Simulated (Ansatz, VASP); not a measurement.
**W: VASP beside Ansatz**

```
W
1.0
     5.08300    0.00000    0.00000
     0.00000    5.08300    0.00000
     0.00000    0.00000    5.08300
W
8
Direct
  0.00000 0.00000 0.00000
  0.50000 0.50000 0.50000
  0.00000 0.50000 0.25000
  0.00000 0.50000 0.75000
  0.25000 0.00000 0.50000
  0.75000 0.00000 0.50000
  0.50000 0.75000 0.00000
  0.50000 0.25000 0.00000
```

Alike in both runs: task electric field gradients; functional PBE; k mesh 11 × 11 × 11; occupations fermi-dirac, width 0.05 eV; no spin polarisation.

|  | VASP | Ansatz |
| --- | --- | --- |
| version | VASP 6.6.1 | Ansatz 0.2.0 |
| potentials or method | VASP PAW PBE potentials, release 64 (W_sv) | plane-wave PAW, scalar-relativistic |
| plane-wave cutoff (eV) | 520 | 420 |
| valence electrons in the cell | 112 | 112 |

VASP gave:

| Quantity | Value |
| --- | --- |
| pressure (GPa) | -0.1 |
| size of Vzz on the site where it differs most (V/Å²) | 32.9 |

Problem. Estimate Ansatz's values.

Solution. Pressure (GPa): -0.6; size of Vzz on the site where it differs most (V/Å²): 60.4.

Neither program's run includes spin-orbit coupling.
